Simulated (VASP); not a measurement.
# Rh (P6/mmm) in VASP: further runs

Rh is run at these levels: r2SCAN; tasks: single point.

All numbers are computed with VASP 6.6.1; they aren't measurements. Logs are shortened: lines on timing, memory, paths and dates and some standing lists are left out, and cuts for length are marked.

### 1 The cell of the first run

Symmetry: P6/mmm, No. 191, hexagonal system. Conventional cell: a = 4.360 Å, b = 4.360 Å, c = 2.675 Å, α = 90.00°, β = 90.00°, γ = 120.00°. Rh (site symmetry 6/mmm) has 14 Rh at 2.68 to 2.85 Å within 3.5 Å. Rh (site symmetry -6m2) has 11 Rh at 2.52 to 2.85 Å within 3.3 Å.

This isn't the form of Rh at room conditions, which is fcc.

### 2 Single point, r2SCAN (14.68 Å³/atom)

POSCAR reads:

```
Rh
1.0
    4.3595379836      0.0000000000      0.0000000000
   -2.1797689918      3.7754706425      0.0000000000
    0.0000000000      0.0000000000      2.6751039637
Rh
3
Direct
    1.0000000000      1.0000000000      0.0000000000
    0.3333333333      0.6666666667      0.5000000000
    0.6666666667      0.3333333333      0.5000000000
```

INCAR.step1 reads:

```
SYSTEM = Rh
ALGO = Normal ; EDIFF = 1E-4
ENCUT = 520 ; GGA = PE
ISMEAR = -1 ; LASPH = .TRUE.
LCHARG = .FALSE. ; LREAL = .FALSE.
LWAVE = .TRUE. ; NBANDS = 30
NELM = 100 ; PREC = Accurate
SIGMA = 0.1
```

INCAR.step2 reads:

```
SYSTEM = Rh
ALGO = Normal ; EDIFF = 1E-6
ENCUT = 520 ; ISIF = 2
ISMEAR = -1 ; ISTART = 1
LASPH = .TRUE. ; LCHARG = .FALSE.
LMIXTAU = .TRUE. ; LREAL = .FALSE.
LWAVE = .FALSE. ; METAGGA = R2SCAN
NBANDS = 30 ; NELM = 100
PREC = Accurate ; SIGMA = 0.1
```

KPOINTS reads:

```
k-points
0
G
  10 10 13
  0 0 0
```

Potentials or basis: VASP PAW PBE potentials, release 64 (Rh_pv).

Command:

```sh
$ cat potpaw_PBE.64/Rh_pv/POTCAR > POTCAR
$ cp INCAR.step1 INCAR
$ mpirun -np 1 vasp_std > vasp.out
$ cp INCAR.step2 INCAR
$ mpirun -np 1 vasp_std > vasp.out
```

OUTCAR:

```text
SYSTEM = Rh
   EDIFF = 1E-6
   ENCUT = 520
   ISIF = 2
   ISMEAR = -1
   ISTART = 1
   LASPH = .TRUE.
   LREAL = .FALSE.
   METAGGA = R2SCAN
   NELM = 100
   PREC = Accurate

 ion  position               nearest neighbor table
   1  0.000  0.000  0.000-   2 2.85   3 2.85   2 2.85   3 2.85   2 2.85   2 2.85   3 2.85   3 2.85
                             3 2.85   3 2.85   2 2.85   2 2.85
   2  0.333  0.667  0.500-   3 2.52   3 2.52   3 2.52   1 2.85   1 2.85   1 2.85   1 2.85   1 2.85
                             1 2.85
   3  0.667  0.333  0.500-   2 2.52   2 2.52   2 2.52   1 2.85   1 2.85   1 2.85   1 2.85   1 2.85
                             1 2.85

  LATTYP: Found a hexagonal cell.
 ALAT       =     4.3595379836
 C/A-ratio  =     0.6136209786

  Lattice vectors:

 A1 = (   4.3595379836,   0.0000000000,   0.0000000000)
 A2 = (  -2.1797689918,   3.7754706425,   0.0000000000)
 A3 = (   0.0000000000,   0.0000000000,   2.6751039637)

Analysis of symmetry for initial positions (statically):
=====================================================================
 Subroutine PRICEL returns:
 Original cell was already a primitive cell.

 Routine SETGRP: Setting up the symmetry group for a
 hexagonal supercell.

 Subroutine GETGRP returns: Found 24 space group operations
 (whereof 24 operations were pure point group operations)
 out of a pool of 24 trial point group operations.

The static configuration has the point symmetry D_6h.

Analysis of symmetry for dynamics (positions and initial velocities):
=====================================================================
 Subroutine PRICEL returns:
 Original cell was already a primitive cell.

 Routine SETGRP: Setting up the symmetry group for a
 hexagonal supercell.

 Subroutine GETGRP returns: Found 24 space group operations
 (whereof 24 operations were pure point group operations)
 out of a pool of 24 trial point group operations.

The dynamic configuration has the point symmetry D_6h.

 Subroutine INISYM returns: Found 24 space group operations
 (whereof 24 operations are pure point group operations),
 and found     1 'primitive' translations

----------------------------------------------------------------------------------------

                                     Primitive cell

  volume of cell :      44.0304

  direct lattice vectors                    reciprocal lattice vectors
[... 86 lines left out ...]
   LASPH  =      T    aspherical Exc in radial PAW
   ENCUT  =  520.0 eV  38.22 Ry    6.18 a.u.   8.11  8.11  4.97*2*pi/ulx,y,z
   NELM   =    100;   NELMIN=  2; NELMDL=  0     # of ELM steps
   EDIFF  = 0.1E-05   stopping-criterion for ELM
   LREAL  =      F    real-space projection
   EDIFFG = 0.1E-04   stopping-criterion for IOM
   NSW    =      0    number of steps for IOM
   IBRION =     -1    ionic relax: 0-MD 1-quasi-New 2-CG
   NFREE  =      0    steps in history (QN), initial steepest desc. (CG)
   ISIF   =      2    stress and relaxation
   ISYM   =      2    0-nonsym 1-usesym 2-fastsym
   POTIM  = 0.5000    time-step for ionic-motion
   TEBEG  =    0.0;   TEEND  =   0.0 temperature during run
   PSTRESS=    0.0 pullay stress
   NELECT =      45.0000    total number of electrons
   NUPDOWN=      -1.0000    fix difference up-down
   EMIN   =  10.00;   EMAX   =-10.00  energy-range for DOS
   EFERMI =   0.00;   METHOD = LEGACY
   ISMEAR =    -1;   SIGMA  =   0.10  broadening in eV -4-tet -1-fermi 0-gaus
   EFERMI_NEDOS =   21; number of points for ismear=-14 and -15
   IALGO  =     38    algorithm
   IMIX   =      4    mixing-type and parameters
     AMIX     =   0.40;   BMIX     =  1.00
     AMIX_MAG =   1.60;   BMIX_MAG =  1.00
  volume/ion in A,a.u.               =      14.68        99.04
  Fermi-wavevector in a.u.,A,eV,Ry     =   1.649029  3.116213 36.998271  2.719296
  Thomas-Fermi vector in A             =   2.738218
   LORBIT       =      0    0 simple, 1 ext, 2 COOP (PROOUT), +10 PAW based schemes
   METAGGA = R2SCAN    functional components
   LHFCALC =     F    Hartree Fock is set to
   AEXX    =    0.0000 exact exchange contribution
   IVDW    =     0    specifies the selected vdW correction
   LEPSILON=     F    determine dielectric tensor
   LRPA    =     F    only Hartree local field effects (RPA)
 non-spin polarized calculation
  energy-cutoff  :      520.00
  volume of cell :       44.03
 maximum number of plane-waves:      1204
   NGX = 17   NGY = 17   NGZ =  9

 number of electron      44.9999997 magnetization

 Free energy of the ion-electron system (eV)
  ---------------------------------------------------
  ext. energy  EPLUGINS =         0.00000000
  ---------------------------------------------------
  free energy    TOTEN  =       -71.75509530 eV

  energy without entropy =      -71.56714899  energy(sigma->0) =      -71.66112214

 E-fermi :  10.6178     XC(G=0): -14.6869

 val. band max:       10.6161400759   @ k =   0.3000   0.2000   0.0769
 cond. band min:      10.6189021254   @ k =   0.2000   0.1000   0.2308
 fundamental gap:      0.0027620495
 Fermi energy:        10.6178324495

 k-point     1 :       0.0000    0.0000    0.0000
  band No.  band energies     occupation
      1     -37.7141      2.00000
      2     -37.7141      2.00000
      3     -37.3403      2.00000
      4     -37.3403      2.00000
      5     -37.1384      2.00000
      6     -37.0190      2.00000
[... 781 lines left out ...]
     29      25.3283      0.00000
     30      26.6702      0.00000

 [... further k-points ...]

------------------------ aborting loop because EDIFF is reached ----------------------------------------

  FORCE on cell =-STRESS in cart. coord.  units (eV):
  Direction    XX          YY          ZZ          XY          YZ          ZX
  --------------------------------------------------------------------------------------
  -------------------------------------------------------------------------------------
  Total       -2.2723147     -2.2723147     -2.3110695      0.0000000     -0.0000000      0.0000000
  in kB      -82.6850183    -82.6850183    -84.0952304      0.0000000     -0.0000000      0.0000000
  external PRESSURE =     -83.1550890 kB  Pullay stress =       0.0000000 kB

 VOLUME and BASIS-vectors are now :
 -----------------------------------------------------------------------------
  energy-cutoff  :      520.00
  volume of cell :       44.03
      direct lattice vectors                 reciprocal lattice vectors
     4.359537984  0.000000000  0.000000000     0.229382105  0.132433820  0.000000000
    -2.179768992  3.775470643  0.000000000     0.000000000  0.264867640  0.000000000
     0.000000000  0.000000000  2.675103964     0.000000000  0.000000000  0.373817247

 POSITION                                       TOTAL-FORCE (eV/Angst)
 -----------------------------------------------------------------------------------
      0.00000      0.00000      0.00000         0.000000     -0.000000      0.000000
     -0.00000      2.51698      1.33755        -0.000000      0.000000      0.000000
      2.17977      1.25849      1.33755        -0.000000     -0.000000      0.000000
 -----------------------------------------------------------------------------------
    total drift:                               -0.000000      0.000000      0.000000

  FREE ENERGIE OF THE ION-ELECTRON SYSTEM (eV)
  ---------------------------------------------------
  free  energy   TOTEN  =       -71.7550952981 eV

  energy  without entropy=      -71.5671489851  energy(sigma->0) =      -71.66112214
```

OUTCAR.step1:

```text
SYSTEM = Rh
   EDIFF = 1E-4
   ENCUT = 520
   GGA = PE
   ISMEAR = -1
   LASPH = .TRUE.
   LREAL = .FALSE.
   NELM = 100
[... 1017 lines left out ...]
      0.00000      0.00000      0.00000         0.000000      0.000000      0.000000
     -0.00000      2.51698      1.33755        -0.000000     -0.000000      0.000000
      2.17977      1.25849      1.33755         0.000000      0.000000      0.000000
 -----------------------------------------------------------------------------------
    total drift:                               -0.000000      0.000000      0.000000

  FREE ENERGIE OF THE ION-ELECTRON SYSTEM (eV)
  ---------------------------------------------------
  free  energy   TOTEN  =       -21.1940987927 eV

  energy  without entropy=      -20.9971052083  energy(sigma->0) =      -21.09560200
```

It took 2.7 min on 1 thread of Intel Xeon Platinum 8488C (Sapphire Rapids), shared host; peak memory 0.22 GiB.

What came out:

- Free energy: -71.7551 eV
- Pressure: -8.3 GPa
- Band gap on the k mesh: zero (an odd number of electrons rules out a gap without spin polarisation)

Stress tensor (GPa, compression positive):
```
-8.27  0.00  0.00
 0.00 -8.27  0.00
 0.00  0.00 -8.41
```

Levels at points of the mesh, in eV from the Fermi level:
| k point | band 21 | band 22 | band 23 | band 24 | band 25 | band 26 |
| --- | --- | --- | --- | --- | --- | --- |
| (0.00, 0.00, 0.00) | -1.61 | -1.52 | -1.52 | 0.71 | 0.71 | 8.54 |
| (0.50, 0.00, 0.00) | -0.21 | 0.05 | 0.09 | 0.10 | 0.46 | 0.80 |

Caveat: the cell stands under tension; the PAW data sets were made with another functional, which shifts forces and pressure a little.

(Continued in part 2 of 3.)
